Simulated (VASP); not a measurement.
Wanted: the native input for a VASP 6.6.1 run.

| Item | Value |
| --- | --- |
| Task | single point |
| Functional | PBE |
| Potentials or basis | VASP PAW PBE potentials, release 64 (Si, O) |
| Cutoff | 520 eV |
| k mesh | 7 × 7 × 11 |
| Occupations | fermi-dirac, width 0.02 eV |
| Spin | no spin polarisation |
| Dipole correction | no |
| Further INCAR settings | ALGO = Normal; EDIFF = 1e-06; NBANDS = 25 |

The structure of SiO2 lies in POSCAR:

```
SiO2
1.0
    4.1103863400      0.0000000000      0.0000000000
    0.0000000000      4.1103863400      0.0000000000
    0.0000000000      0.0000000000      2.6284888288
Si O
2 4
Direct
    0.0000000000      0.0000000000      0.0000000000
    0.5000000000      0.5000000000      0.5000000000
    0.3040071624      0.3040071624      0.0000000000
    0.1959928376      0.8040071624      0.5000000000
    0.6959928376      0.6959928376      0.0000000000
    0.8040071624      0.1959928376      0.5000000000
```

One way to write it, as run:

INCAR

```
ALGO = Normal
EDIFF = 1E-6
ENCUT = 520
GGA = PE
ISIF = 2
ISMEAR = -1
LASPH = T
LCHARG = F
LREAL = F
LWAVE = F
NBANDS = 25
NELM = 80
PREC = Accurate
SIGMA = 0.02
```

KPOINTS

```
k-points
0
Gamma
  7 7 11
```

Potentials or basis: VASP PAW PBE potentials, release 64 (Si, O).

The run is started by

```sh
$ cat potpaw_PBE.64/Si/POTCAR potpaw_PBE.64/O/POTCAR > POTCAR
$ mpirun -np 1 vasp_std > vasp.out
```

Results of the run:

The pressure is 27.8 GPa and the largest force is 0.019 eV/Å. The band gap on the k mesh is 6.39 eV.

Caveat: the cell stands under pressure; an odd mesh through Γ misses points on the zone boundary, where band edges can lie.

Run time: 73 s on 1 thread of Intel Xeon 8259CL, with other jobs on the host, peak memory 0.18 GiB.
